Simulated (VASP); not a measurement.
Ta2AlF3, 6 atoms in the cell. Symmetry: P-62m, No. 189, hexagonal system. The conventional cell has a = 6.457 Å, b = 6.457 Å, c = 2.596 Å, α = 90.00°, β = 90.00°, γ = 120.00°. Ta (site symmetry -6) has 3 F at 2.12 Å and 2 Ta at 2.60 Å within 2.8 Å. Al (site symmetry -62m) has 3 F at 2.21 Å and 2 Al at 2.60 Å within 2.9 Å. F (site symmetry m2m) has 2 Ta at 2.12 Å and 1 Al at 2.21 Å and 2 F at 2.60 Å within 2.8 Å. The cell was generated, and may not be a known phase.

```yaml
Program: VASP 6.6.1
Task: single point
Functional: PBE
Potentials_or_basis: VASP PAW PBE potentials, release 64 (Ta_pv, Al, F)
Cutoff: 520 eV
k_mesh: 6 × 6 × 14
Occupations: gaussian, width 0.1 eV
Spin: no spin polarisation
Dipole_correction: no
Further_INCAR_settings: ALGO = Normal; EDIFF = 1e-07; NBANDS = 32
```

Potentials or basis: VASP PAW PBE potentials, release 64 (Ta_pv, Al, F).

Run with:

```console
$ cat potpaw_PBE.64/Ta_pv/POTCAR potpaw_PBE.64/Al/POTCAR potpaw_PBE.64/F/POTCAR > POTCAR
$ mpirun -np 1 vasp_std > vasp.out
```

Hardware: 1 thread of Intel Xeon 8259CL, on a shared host.

**Question.** How long does it take, and how much memory?

**Answer.** Run time: 3 min on 1 thread of Intel Xeon 8259CL, with other jobs on the host, peak memory 0.3 GiB. Counts: scf iterations 14, k points 56.
